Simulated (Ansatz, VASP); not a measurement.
# ZnSe5: VASP beside Ansatz

```
Zn Se
1.0
     7.25671    0.00000    0.00000
    -3.62836    6.28450    0.00000
     0.00000    0.00000    3.51004
Zn Se
1 5
Cartesian
  0.0000 0.0000 0.0000
  3.6284 0.0000 1.7550
  1.8142 3.1422 1.7550
  -1.8142 3.1422 1.7550
  0.0000 4.1897 0.0000
  3.6284 2.0948 0.0000
```

Change from the starting cell: species swapped into the SmZn5 type (P6/mmm, No. 191).

Alike in both runs: functional PBE; k mesh 3 × 3 × 6; occupations gaussian, width 0.1 eV; no spin polarisation.

Ansatz relaxed the structure, and its values are those at the end. VASP's run is a single point on that final structure, the one shown.

```csv
,VASP,Ansatz
version,VASP 6.6.1,Ansatz 0.2.0
potentials or method,"VASP PAW PBE potentials, release 64 (Zn, Se), cutoff 520 eV","scalar-relativistic, plane waves, PAW"
valence electrons in the cell,42,92
```

```csv
,VASP,Ansatz,Ansatz less VASP
gap on the k mesh at the Fermi level (eV),none,none,-
pressure (GPa),0.1,0.1,-0.02
```

A gap of «none» marks a metal or a gap that the smearing closes. VASP's potentials hold 42 valence electrons a cell and Ansatz's 92, so a difference there can come from the potentials and not from the codes.
